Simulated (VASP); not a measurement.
# W (I4/mmm) in VASP: notebook

Runs on W. Level: PBEsol. Tasks: single point.

All numbers are computed with VASP 6.6.1; they aren't measurements. Logs are shortened: lines on timing, memory, paths and dates and some standing lists are left out, and cuts for length are marked.

### 1 The cell of the first run

It takes space group I4/mmm (No. 139, tetragonal). The conventional cell has a = 3.450 Å, b = 3.450 Å, c = 3.322 Å, α = 90.00°, β = 90.00°, γ = 90.00°. Within 3.9 Å of W (site symmetry 4/mmm) lie 14 W at 2.95 to 3.45 Å.

### 2 Single point, PBEsol (strain +0.080 along x and y, +0.040 along z)

Input file INCAR:

```
PREC = Accurate ; ENCUT = 520
EDIFF = 1E-6 ; ISMEAR = 0
SIGMA = 0.15 ; LREAL = False
LASPH = True ; NELM = 60
ALGO = Fast ; ISIF = 2
LWAVE = False ; LCHARG = False
GGA = PS ; NBANDS = 13
```

Input file KPOINTS:

```
regular mesh
0
Gamma
  20 20 20
```

Input file POSCAR:

```
W
1.0
   -1.7250840000      1.7250840000      1.6611920000
    1.7250840000     -1.7250840000      1.6611920000
    1.7250840000      1.7250840000     -1.6611920000
W
1
Direct
    0.0000000000      0.0000000000      0.0000000000
```

Potentials or basis: VASP PAW PBE potentials, release 64 (W_sv).

Command:

```sh
> cat potpaw_PBE.64/W_sv/POTCAR > POTCAR
> mpirun -np 1 vasp_std > vasp.out
```

OUTCAR:

```text
PREC = Accurate
   ENCUT = 520
   EDIFF = 1E-6
   ISMEAR = 0
   LREAL = False
   LASPH = True
   NELM = 60
   ISIF = 2
   GGA = PS

 ion  position               nearest neighbor table
   1  0.000  0.000  0.000-

  LATTYP: Found a body centered tetragonal cell.
 ALAT       =     3.4501680000
 C/A-ratio  =     0.9629629630

  Lattice vectors:

 A1 = (  -1.7250840000,   1.7250840000,   1.6611920000)
 A2 = (   1.7250840000,  -1.7250840000,   1.6611920000)
 A3 = (   1.7250840000,   1.7250840000,  -1.6611920000)

Analysis of symmetry for initial positions (statically):
=====================================================================
 Subroutine PRICEL returns:
 Original cell was already a primitive cell.

 Routine SETGRP: Setting up the symmetry group for a
 body centered tetragonal supercell.

 Subroutine GETGRP returns: Found 16 space group operations
 (whereof 16 operations were pure point group operations)
 out of a pool of 16 trial point group operations.

The static configuration has the point symmetry D_4h.

Analysis of symmetry for dynamics (positions and initial velocities):
=====================================================================
 Subroutine PRICEL returns:
 Original cell was already a primitive cell.

 Routine SETGRP: Setting up the symmetry group for a
 body centered tetragonal supercell.

 Subroutine GETGRP returns: Found 16 space group operations
 (whereof 16 operations were pure point group operations)
 out of a pool of 16 trial point group operations.

The dynamic configuration has the point symmetry D_4h.

 Subroutine INISYM returns: Found 16 space group operations
 (whereof 16 operations are pure point group operations),
 and found     1 'primitive' translations

----------------------------------------------------------------------------------------

                                     Primitive cell

  volume of cell :      19.7743

  direct lattice vectors                    reciprocal lattice vectors
    -1.725084000  1.725084000  1.661192000     0.000000000  0.289840958  0.300988688
     1.725084000 -1.725084000  1.661192000     0.289840958  0.000000000  0.300988688
     1.725084000  1.725084000 -1.661192000     0.289840958  0.289840958  0.000000000

  length of vectors
     2.951506137  2.951506137  2.951506137     0.417854007  0.417854007  0.409897014

  position of ions in fractional coordinates (direct lattice)
     0.000000000  0.000000000  0.000000000

  ion indices of the primitive-cell ions
   primitive index   ion index
                 1           1

----------------------------------------------------------------------------------------

 KPOINTS: regular mesh

Automatic generation of k-mesh.
 Grid dimensions read from file:
 generate k-points for:   20   20   20

 Generating k-lattice:

  Cartesian coordinates                     Fractional coordinates (reciprocal lattice)
     0.000000000  0.014492048  0.015049434     0.050000000 -0.000000000  0.000000000
     0.014492048  0.000000000  0.015049434    -0.000000000  0.050000000  0.000000000
     0.014492048  0.014492048  0.000000000     0.000000000  0.000000000  0.050000000

  Length of vectors
     0.020892700  0.020892700  0.020494851

  Shift w.r.t. Gamma in fractional coordinates (k-lattice)
     0.000000000  0.000000000  0.000000000

 Subroutine IBZKPT returns following result:
 ===========================================

 Found    641 irreducible k-points:

 Following reciprocal coordinates:
            Coordinates               Weight
  0.000000  0.000000  0.000000      1.000000
  0.050000  0.000000 -0.000000      8.000000
  0.100000  0.000000  0.000000      8.000000
  0.150000  0.000000  0.000000      8.000000
  0.200000  0.000000  0.000000      8.000000
  0.250000  0.000000 -0.000000      8.000000
[... 16 lines left out ...]
 -0.400000  0.050000  0.000000     16.000000
 -0.350000  0.050000  0.000000     16.000000
 [... further k-points ...]
   k-points           NKPTS =    641   k-points in BZ     NKDIM =    641   number of bands    NBANDS=     13
   number of dos      NEDOS =    301   number of ions     NIONS =      1
   total plane-waves  NPLWV =  13824
   dimension x,y,z NGX =    24 NGY =   24 NGZ =   24
   dimension x,y,z NGXF=    48 NGYF=   48 NGZF=   48
   ions per type =               1
   NGX,Y,Z   is equivalent  to a cutoff of  13.52, 13.52, 13.52 a.u.
   NGXF,Y,Z  is equivalent  to a cutoff of  27.04, 27.04, 27.04 a.u.
 SYSTEM =  unknown system
   PREC   = accura    normal or accurate (medium, high low for compatibility)
   ISTART =      0    job   : 0-new  1-cont  2-samecut
   ICHARG =      2    charge: 1-file 2-atom 10-const
   ISPIN  =      1    spin polarized calculation?
   LNONCOLLINEAR =      F non collinear calculations
   LSORBIT =      F    spin-orbit coupling
   LASPH  =      T    aspherical Exc in radial PAW
   ENCUT  =  520.0 eV  38.22 Ry    6.18 a.u.   5.49  5.49  5.49*2*pi/ulx,y,z
   NELM   =     60;   NELMIN=  2; NELMDL= -5     # of ELM steps
   EDIFF  = 0.1E-05   stopping-criterion for ELM
   LREAL  =      F    real-space projection
   EDIFFG = 0.1E-04   stopping-criterion for IOM
   NSW    =      0    number of steps for IOM
   IBRION =     -1    ionic relax: 0-MD 1-quasi-New 2-CG
   NFREE  =      0    steps in history (QN), initial steepest desc. (CG)
   ISIF   =      2    stress and relaxation
   ISYM   =      2    0-nonsym 1-usesym 2-fastsym
   POTIM  = 0.5000    time-step for ionic-motion
   TEBEG  =    0.0;   TEEND  =   0.0 temperature during run
   PSTRESS=    0.0 pullay stress
   NELECT =      14.0000    total number of electrons
   NUPDOWN=      -1.0000    fix difference up-down
   EMIN   =  10.00;   EMAX   =-10.00  energy-range for DOS
   EFERMI =   0.00;   METHOD = LEGACY
   ISMEAR =     0;   SIGMA  =   0.15  broadening in eV -4-tet -1-fermi 0-gaus
   EFERMI_NEDOS =   21; number of points for ismear=-14 and -15
   IALGO  =     68    algorithm
   IMIX   =      4    mixing-type and parameters
     AMIX     =   0.40;   BMIX     =  1.00
     AMIX_MAG =   1.60;   BMIX_MAG =  1.00
  volume/ion in A,a.u.               =      19.77       133.44
  Fermi-wavevector in a.u.,A,eV,Ry     =   1.459097  2.757293 28.966302  2.128963
  Thomas-Fermi vector in A             =   2.575704
   LORBIT       =      0    0 simple, 1 ext, 2 COOP (PROOUT), +10 PAW based schemes
   GGA     = PS    functional components
   LHFCALC =     F    Hartree Fock is set to
   AEXX    =    0.0000 exact exchange contribution
   IVDW    =     0    specifies the selected vdW correction
   LEPSILON=     F    determine dielectric tensor
   LRPA    =     F    only Hartree local field effects (RPA)
 non-spin polarized calculation
 RMM-DIIS sequential band-by-band and
 Gauss-broadening in eV      SIGMA  =   0.15
  energy-cutoff  :      520.00
  volume of cell :       19.77
 maximum number of plane-waves:       550
 NGX is ok and might be reduce to    24
   NGX = 11   NGY = 11   NGZ = 11

 number of electron      13.9999999 magnetization

 Free energy of the ion-electron system (eV)
  ---------------------------------------------------
  ext. energy  EPLUGINS =         0.00000000
  ---------------------------------------------------
  free energy    TOTEN  =       -13.09302174 eV

  energy without entropy =      -13.08793904  energy(sigma->0) =      -13.09048039

 E-fermi :   8.3423     XC(G=0): -12.5506

 val. band max:        8.3411991187   @ k =  -0.4500   0.4500   0.2000
 cond. band min:       8.3497273117   @ k =  -0.1500   0.2500   0.1500
 fundamental gap:      0.0085281930
 Fermi energy:         8.3423382748

 k-point     1 :       0.0000    0.0000    0.0000
  band No.  band energies     occupation
      1     -66.1444      2.00000
      2     -29.9290      2.00000
      3     -29.9290      2.00000
      4     -29.9090      2.00000
      5      -0.0533      2.00000
      6       7.1691      2.00000
      7       7.5533      2.00000
      8       7.5533      2.00000
      9       9.7981      0.00000
     10      10.2824      0.00000
     11      22.1291      0.00000
     12      22.1291      0.00000
     13      22.7685      0.00000

 k-point     2 :       0.0500    0.0000   -0.0000
  band No.  band energies     occupation
      1     -66.1432      2.00000
      2     -29.9392      2.00000
      3     -29.9343      2.00000
      4     -29.9145      2.00000
      5       0.0424      2.00000
      6       7.1778      2.00000
      7       7.5390      2.00000
      8       7.5769      2.00000
      9       9.7875      0.00000
     10      10.2217      0.00000
     11      22.2656      0.00000
     12      22.2926      0.00000
     13      22.8787      0.00000

 k-point     3 :       0.1000    0.0000    0.0000
  band No.  band energies     occupation
      1     -66.1397      2.00000
      2     -29.9803      2.00000
      3     -29.9495      2.00000
      4     -29.9185      2.00000
      5       0.3235      2.00000
      6       7.1033      2.00000
      7       7.4819      2.00000
      8       7.7561      2.00000
      9       9.7441      0.00000
     10      10.1036      0.00000
     11      22.5635      0.00000
     12      22.7716      0.00000
     13      23.1895      0.00000

 k-point     4 :       0.1500    0.0000    0.0000
  band No.  band energies     occupation
      1     -66.1343      2.00000
      2     -30.0484      2.00000
      3     -29.9731      2.00000
      4     -29.9202      2.00000
      5       0.7708      2.00000
      6       6.9044      2.00000
      7       7.3530      2.00000
      8       8.1505      1.92952
      9       9.6707      0.00000
     10      10.0469      0.00000
     11      22.7521      0.00000
     12      23.5225      0.00000
     13      23.5351      0.00000

 k-point     5 :       0.2000    0.0000    0.0000
  band No.  band energies     occupation
      1     -66.1275      2.00000
      2     -30.1339      2.00000
      3     -30.0027      2.00000
      4     -29.9215      2.00000
      5       1.3479      2.00000
      6       6.6440      2.00000
      7       7.1560      2.00000
      8       8.7176      0.00040
      9       9.6474      0.00000
     10      10.0729      0.00000
     11      22.5314      0.00000
     12      23.3703      0.00000
     13      24.5399      0.00000
[... 257 lines left out ...]
 k-point    22 :      -0.4500    0.0500    0.0000
  band No.  band energies     occupation
      1     -66.0977      2.00000
      2     -30.4863      2.00000
      3     -30.1316      2.00000
      4     -29.9318      2.00000
      5       3.3956      2.00000
      6       5.6706      2.00000
      7       7.8992      1.99997
      8       9.9905      0.00000
      9      10.6934      0.00000
     10      12.3724      0.00000
     11      17.0946      0.00000
     12      19.5994      0.00000
     13      22.6983      0.00000

 k-point    23 :      -0.4000    0.0500    0.0000
  band No.  band energies     occupation
      1     -66.1022      2.00000
      2     -30.4342      2.00000
      3     -30.1118      2.00000
      4     -29.9306      2.00000
      5       3.2468      2.00000
      6       5.8078      2.00000
      7       7.3133      2.00000
      8       9.9903      0.00000
      9      10.4982      0.00000
     10      11.6375      0.00000
     11      18.3150      0.00000
     12      20.1901      0.00000
     13      23.7702      0.00000

 k-point    24 :      -0.3500    0.0500    0.0000
  band No.  band energies     occupation
      1     -66.1084      2.00000
      2     -30.3622      2.00000
      3     -30.0843      2.00000
      4     -29.9292      2.00000
      5       2.9030      2.00000
      6       6.0025      2.00000
      7       6.9353      2.00000
      8       9.8706      0.00000
      9      10.3374      0.00000
     10      10.7953      0.00000
     11      19.7261      0.00000
     12      21.0437      0.00000
     13      25.0433      0.00000

 [... further k-points ...]

------------------------ aborting loop because EDIFF is reached ----------------------------------------

  FORCE on cell =-STRESS in cart. coord.  units (eV):
  Direction    XX          YY          ZZ          XY          YZ          ZX
  --------------------------------------------------------------------------------------
  -------------------------------------------------------------------------------------
  Total       -5.9111422     -5.9111422     -5.0044924      0.0000000      0.0000000      0.0000000
  in kB     -478.9406246   -478.9406246   -405.4808022      0.0000000      0.0000000      0.0000000
  external PRESSURE =    -454.4540172 kB  Pullay stress =       0.0000000 kB

 VOLUME and BASIS-vectors are now :
 -----------------------------------------------------------------------------
  energy-cutoff  :      520.00
  volume of cell :       19.77
      direct lattice vectors                 reciprocal lattice vectors
    -1.725084000  1.725084000  1.661192000     0.000000000  0.289840958  0.300988688
     1.725084000 -1.725084000  1.661192000     0.289840958  0.000000000  0.300988688
     1.725084000  1.725084000 -1.661192000     0.289840958  0.289840958  0.000000000

 POSITION                                       TOTAL-FORCE (eV/Angst)
 -----------------------------------------------------------------------------------
      0.00000      0.00000      0.00000         0.000000      0.000000      0.000000
 -----------------------------------------------------------------------------------
    total drift:                                0.000000      0.000000      0.000000

  FREE ENERGIE OF THE ION-ELECTRON SYSTEM (eV)
  ---------------------------------------------------
  free  energy   TOTEN  =       -13.0930217380 eV

  energy  without entropy=      -13.0879390389  energy(sigma->0) =      -13.09048039
```

Run time: 3 min. Hardware: 1 thread of Intel Xeon 8259CL, shared host; peak memory 0.27 GiB.

Results:

```
Free energy            : -13.0930 eV
Pressure               : -45.4 GPa
Band gap on the k mesh : zero (bands 7 and 8 overlap by 4.56 eV)
```

Levels at points of the mesh, in eV from the Fermi level:
| k point | band 5 | band 6 | band 7 | band 8 | band 9 | band 10 |
| --- | --- | --- | --- | --- | --- | --- |
| (0.00, 0.00, 0.00) | -8.40 | -1.17 | -0.79 | -0.79 | 1.46 | 1.94 |
| (0.50, 0.00, 0.00) | -4.97 | -2.77 | 0.29 | 1.60 | 2.43 | 4.42 |
| (0.50, 0.50, 0.00) | -5.02 | -2.37 | 0.06 | 1.20 | 2.09 | 4.35 |
| (0.50, 0.50, 0.50) | -4.33 | -4.26 | 3.70 | 3.70 | 3.82 | 6.41 |

Caveat: the cell differs from its parent crystal (strain +0.080 along x and y, +0.040 along z); the stress differs along the axes, from -48 to -41 GPa; the PAW data sets were made with another functional, which shifts forces and pressure a little; spin-orbit coupling is left out, which moves the levels of the heavy elements.

### 3 Single point, PBEsol (strain -0.080 along x and y, -0.040 along z)

Input file INCAR:

```
SYSTEM = W
ALGO = Normal
EDIFF = 1E-7
ENCUT = 520
GGA = PS
ISIF = 2
ISMEAR = 0
LASPH = .TRUE.
LCHARG = .FALSE.
LREAL = .FALSE.
LWAVE = .FALSE.
NBANDS = 13
NELM = 100
PREC = Accurate
SIGMA = 0.15
```

Input file KPOINTS:

```
k-points
0
G
  20 20 20
  0 0 0
```

Input file POSCAR:

```
W
1.0
   -1.4695160000      1.4695160000      1.5334080000
    1.4695160000     -1.4695160000      1.5334080000
    1.4695160000      1.4695160000     -1.5334080000
W
1
Direct
    0.0000000000      0.0000000000      0.0000000000
```

Potentials or basis: VASP PAW PBE potentials, release 64 (W_sv).

Command:

```sh
> cat potpaw_PBE.64/W_sv/POTCAR > POTCAR
> mpirun -np 1 vasp_std > vasp.out
```

OUTCAR:

```text
SYSTEM = W
   EDIFF = 1E-7
   ENCUT = 520
   GGA = PS
   ISIF = 2
   ISMEAR = 0
   LASPH = .TRUE.
   LREAL = .FALSE.
   NELM = 100
   PREC = Accurate

 ion  position               nearest neighbor table
   1  0.000  0.000  0.000-

  LATTYP: Found a body centered tetragonal cell.
 ALAT       =     2.9390320000
 C/A-ratio  =     1.0434782609

  Lattice vectors:

 A1 = (  -1.4695160000,   1.4695160000,   1.5334080000)
 A2 = (   1.4695160000,  -1.4695160000,   1.5334080000)
 A3 = (   1.4695160000,   1.4695160000,  -1.5334080000)
[... 563 lines left out ...]

 [... further k-points ...]

------------------------ aborting loop because EDIFF is reached ----------------------------------------

  FORCE on cell =-STRESS in cart. coord.  units (eV):
  Direction    XX          YY          ZZ          XY          YZ          ZX
  --------------------------------------------------------------------------------------
  -------------------------------------------------------------------------------------
  Total        7.1480572      7.1480572      5.4540982      0.0000000      0.0000000      0.0000000
  in kB      864.6338796    864.6338796    659.7314352      0.0000000      0.0000000      0.0000000
  external PRESSURE =     796.3330648 kB  Pullay stress =       0.0000000 kB

 VOLUME and BASIS-vectors are now :
 -----------------------------------------------------------------------------
  energy-cutoff  :      520.00
  volume of cell :       13.25
      direct lattice vectors                 reciprocal lattice vectors
    -1.469516000  1.469516000  1.533408000     0.000000000  0.340248082  0.326071078
     1.469516000 -1.469516000  1.533408000     0.340248082  0.000000000  0.326071078
     1.469516000  1.469516000 -1.533408000     0.340248082  0.340248082  0.000000000

 POSITION                                       TOTAL-FORCE (eV/Angst)
 -----------------------------------------------------------------------------------
      0.00000      0.00000      0.00000         0.000000      0.000000      0.000000
 -----------------------------------------------------------------------------------
    total drift:                                0.000000     -0.000000     -0.000000

  FREE ENERGIE OF THE ION-ELECTRON SYSTEM (eV)
  ---------------------------------------------------
  free  energy   TOTEN  =       -13.2545938007 eV

  energy  without entropy=      -13.2503515159  energy(sigma->0) =      -13.25247266
```

OSZICAR:

```text
N       E                     dE             d eps       ncg     rms          rms(c)
DAV:   1     0.819164519643E+02    0.81916E+02   -0.74160E+03 16872   0.126E+03
DAV:   2    -0.123297035308E+02   -0.94246E+02   -0.90410E+02 18526   0.319E+02
DAV:   3    -0.138017424417E+02   -0.14720E+01   -0.14684E+01 18301   0.385E+01
DAV:   4    -0.138061501100E+02   -0.44077E-02   -0.44076E-02 18771   0.233E+00
DAV:   5    -0.138061773444E+02   -0.27234E-04   -0.27235E-04 18636   0.172E-01    0.301E+01
DAV:   6    -0.133945184625E+02    0.41166E+00   -0.25997E-01 17786   0.715E+00    0.139E+01
DAV:   7    -0.132590208186E+02    0.13550E+00   -0.17465E-01 18881   0.558E+00    0.425E-01
DAV:   8    -0.132545982515E+02    0.44226E-02   -0.48564E-03 17026   0.992E-01    0.421E-02
DAV:   9    -0.132545942188E+02    0.40327E-05   -0.50002E-05 19574   0.874E-02    0.422E-02
DAV:  10    -0.132545938297E+02    0.38911E-06   -0.99866E-06 18331   0.447E-02    0.811E-03
DAV:  11    -0.132545938007E+02    0.28991E-07   -0.17798E-07 15516   0.491E-03
   1 F= -.13254594E+02 E0= -.13252473E+02  d E =-.424228E-02
```

Run time: 2.3 min. Hardware: 1 thread of Intel Xeon 8259CL, shared host; peak memory 0.22 GiB.

What came out:

| Item | Value |
| --- | --- |
| Free energy | -13.2546 eV |
| Pressure | 79.6 GPa |
| Band gap on the k mesh | zero (bands 7 and 8 overlap by 7.71 eV) |

Levels at points of the mesh, in eV from the Fermi level:
```tsv
k point	band 4	band 5	band 6	band 7	band 8	band 9	band 10	band 11
(0.00, 0.00, 0.00)	-37.27	-10.70	-1.91	-1.91	-1.23	2.04	3.01	14.21
(0.50, 0.00, 0.00)	-37.28	-7.66	-4.43	1.33	2.10	3.84	7.76	11.86
(0.50, 0.50, 0.00)	-37.35	-7.71	-5.13	1.74	3.24	4.17	7.96	11.83
(0.50, 0.50, 0.50)	-38.76	-7.66	-7.50	6.34	6.59	6.59	9.04	10.20
```

Caveat: the cell differs from its parent crystal (strain -0.080 along x and y, -0.040 along z); the stress differs along the axes, from 66 to 86 GPa; the PAW data sets were made with another functional, which shifts forces and pressure a little; spin-orbit coupling is left out, which moves the levels of the heavy elements.
